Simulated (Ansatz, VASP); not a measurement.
Two plane-wave programs on Al4Cl

```
Al Cl
1.0
     5.31150   -0.22310   -0.37939
     2.34586    4.24999   -0.27156
    -0.78032    1.18696    9.58901
Al Cl
8 2
Direct
  0.70392 0.66279 0.95785
  0.71387 0.62001 0.46235
  0.53532 0.24702 0.81023
  0.55657 0.20361 0.31961
  0.44389 0.79605 0.68055
  0.46465 0.75273 0.19001
  0.28630 0.38009 0.53780
  0.29588 0.33704 0.04235
  0.01710 0.01059 0.79017
  0.98250 0.99008 0.20908
```

Change from the starting cell: the structure that the rattled cell fell into.

Alike in both runs: functional PBE; k mesh 4 × 4 × 2; occupations gaussian, width 0.1 eV; no spin polarisation.

Ansatz relaxed the structure, and its values are those at the end. VASP's run is a single point on that final structure, the one shown.

|  | VASP | Ansatz |
| --- | --- | --- |
| version | VASP 6.6.1 | Ansatz 0.2.0 |
| potentials or method | VASP PAW PBE potentials, release 64 (Al, Cl), cutoff 520 eV | scalar-relativistic, plane waves, PAW |
| valence electrons in the cell | 38 | 38 |

```tsv
	VASP	Ansatz	Ansatz less VASP
gap on the k mesh at the Fermi level (eV)	none	none	-
pressure (GPa)	-0.1	0.0	+0.05
rms of the force components (eV/Å)	0.010	0.008	-0.0019
```

A gap of «none» marks a metal or a gap that the smearing closes.

The k mesh is coarse, so the values compare programs but aren't converged.
